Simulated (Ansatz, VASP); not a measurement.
Ta4O in VASP and in Ansatz

```
Ta O
1.0
     3.15707    0.00000    0.00000
     0.00000    3.15707    0.00000
     0.00000    0.00000    7.50632
Ta O
4 1
Direct
  0.00000 0.00000 0.50000
  0.50000 0.50000 0.78291
  0.50000 0.50000 0.21709
  0.00000 0.00000 0.00000
  0.50000 0.50000 0.50000
```

Change from the starting cell: strain -0.030 along x and y, +0.015 along z, atoms carried along.

Alike in both runs: task single point; functional PBE; k mesh 14 × 14 × 8; occupations gaussian, width 0.15 eV; no spin polarisation.

```csv
,VASP,Ansatz
version,VASP 6.6.1,Ansatz 0.2.0
potentials or method,"VASP PAW PBE potentials, release 64 (Ta_pv, O), cutoff 520 eV","scalar-relativistic, plane waves, PAW"
valence electrons in the cell,50,58
```

Ansatz gave:

* gap on the k mesh at the Fermi level (eV): none
* pressure (GPa): 10.2
* traceless stress, the component that is largest in VASP (GPa): -5.29
* rms of the force components (eV/Å): 0.129

Task: What did VASP give for the same quantities?

Result: gap on the k mesh at the Fermi level (eV): none; pressure (GPa): 10.6; traceless stress, the component that is largest in VASP (GPa): -5.18; rms of the force components (eV/Å): 0.118.

Atom by atom the forces differ by 0.010 eV/Å (rms over components). A gap of «none» marks a metal or a gap that the smearing closes. The functional is the same, so the differences come from potentials, cutoffs and numerics. VASP's potentials hold 50 valence electrons a cell and Ansatz's 58, so a difference there can come from the potentials and not from the codes.

Neither program's run includes spin-orbit coupling.
